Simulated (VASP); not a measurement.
## Si: single point with LDA

Si:

```
Si
1.0
     0.00000    2.76978    2.71547
     2.76978    0.00000    2.71547
     2.76978    2.76978    0.00000
Si
2
Direct
  0.50000 0.50000 0.50000
  0.75000 0.75000 0.75000
```

This cell differs from its parent crystal: equal xx and yy strain of +2 %.

```yaml
Program: VASP 6.6.1
Task: single point
Functional: LDA
Potentials_or_basis: VASP PAW LDA potentials, release 64 (Si)
Cutoff: 520 eV
k_mesh: 11 × 11 × 11
Occupations: fermi-dirac, width 0.08 eV
Spin: no spin polarisation
Dipole_correction: no
Further_INCAR_settings: ALGO = Normal; EDIFF = 1e-07; NBANDS = 11
```

```yaml
Pressure: -4.8 GPa
Band_gap_on_the_k_mesh: 0.36 eV, indirect (least direct gap 2.35 eV)
```

Stress tensor (GPa, compression positive):
```
-5.36  0.00  0.00
 0.00 -5.36  0.00
 0.00  0.00 -3.54
```

Levels at points of the mesh, in eV from the valence-band top:
| k point | band 2 | band 3 | band 4 | band 5 | band 6 | band 7 |
| --- | --- | --- | --- | --- | --- | --- |
| (0.00, 0.00, 0.00) | -0.13 | -0.13 | 0.00 | 2.37 | 2.44 | 2.44 |

Wall time 38 s on 1 thread of Intel Xeon 6975P-C, on a shared host, peak memory 0.17 GiB.

Caveat: the cell differs from its parent crystal (equal xx and yy strain of +2 %). A k mesh can miss the band edges.
